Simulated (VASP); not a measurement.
Write the native input for VASP 6.6.1 that does the following.

| Quantity | Value |
| --- | --- |
| Task | relaxation of cell and atoms |
| Functional | PBE |
| Potentials or basis | VASP PAW PBE potentials, release 64 (W_sv, Br) |
| Cutoff | 600 eV |
| k mesh | 6 × 6 × 6 |
| Occupations | gaussian, width 0.1 eV |
| Spin | no spin polarisation |
| Dipole correction | no |
| Further INCAR settings | ALGO = Normal; EDIFF = 1e-06; IBRION = 2; EDIFFG = -0.04; NSW = 90; ISIF = 3 |

The structure of W3Br lies in POSCAR:

```
W3Br
1.0
   -2.0592521889      2.0592521889      4.5998880064
    2.0592521889     -2.0592521889      4.5998880064
    2.0592521889      2.0592521889     -4.5998880064
W Br
3 1
Direct
    0.5000000000      0.5000000000      0.0000000000
    0.2500000000      0.7500000000      0.5000000000
    0.7500000000      0.2500000000      0.5000000000
    0.0000000000      0.0000000000      0.0000000000
```

These files were run (other wordings do the same):

INCAR

```
PREC = Accurate
ENCUT = 600
EDIFF = 1E-6
ISMEAR = 0
SIGMA = 0.1
LREAL = False
LASPH = True
NELM = 80
ALGO = Normal
ISIF = 3
LWAVE = False
LCHARG = False
GGA = PE
IBRION = 2
NSW = 90
EDIFFG = -0.04
```

KPOINTS

```
Automatic mesh
0
Gamma
  6 6 6
```

Potentials or basis: VASP PAW PBE potentials, release 64 (W_sv, Br).

Command:

```console
$ cat potpaw_PBE.64/W_sv/POTCAR potpaw_PBE.64/Br/POTCAR > POTCAR
$ mpirun -np 1 vasp_std > vasp.out
```

It gave:

The relaxed volume is 16.79 Å³/atom. The relaxed cell is a = 5.244 Å, b = 5.244 Å, c = 5.244 Å, α = 136.61°, β = 136.61°, γ = 63.03° and the space group after relaxing (to 0.1 Å) is I4/mmm (No. 139). The pressure after relaxing is 0.3 GPa and the band gap on the k mesh is zero (an odd number of electrons rules out a gap without spin polarisation).

Caveat: spin-orbit coupling is left out, which moves the levels of the heavy elements.

Run time: 13 min on 1 thread of Intel(R) Xeon(R) 6975P-C (Granite Rapids), on a shared host, peak memory 0.39 GiB.
